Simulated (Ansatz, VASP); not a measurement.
Ga2O3: VASP beside Ansatz

```
Ga O
1.0
     2.49870    1.44262    4.48355
    -2.49870    1.44262    4.48355
     0.00000   -2.88525    4.48355
Ga O
4 6
Direct
  0.85546 0.85546 0.85546
  0.64454 0.64454 0.64454
  0.14454 0.14454 0.14454
  0.35546 0.35546 0.35546
  0.75000 0.44643 0.05357
  0.44643 0.05357 0.75000
  0.05357 0.75000 0.44643
  0.25000 0.55357 0.94643
  0.94643 0.25000 0.55357
  0.55357 0.94643 0.25000
```

Alike in both runs: functional r2SCAN; k mesh 7 × 7 × 7; occupations fermi-dirac, width 0.01 eV; no spin polarisation.

Ansatz relaxed the structure, and its values are those at the end. VASP's run is a single point on that final structure, the one shown.

|  | VASP | Ansatz |
| --- | --- | --- |
| version | VASP 6.6.1 | Ansatz 0.2.0 |
| potentials or method | VASP PAW PBE potentials, release 64 (Ga_d, O) | plane-wave PAW, scalar-relativistic |
| plane-wave cutoff (eV) | 520 | 500 |
| valence electrons in the cell | 88 | 88 |

VASP gave:

- gap on the k mesh at the Fermi level (eV): 3.48
- pressure (GPa): 0.5
- rms of the force components (eV/Å): 0.019

Problem. Which values does Ansatz return?

Solution. gap on the k mesh at the Fermi level (eV): 3.49; pressure (GPa): -1.4; rms of the force components (eV/Å): 0.002.

VASP's potentials were made for PBE, not for r2SCAN. Ansatz's warnings: stress scf threshold loose.
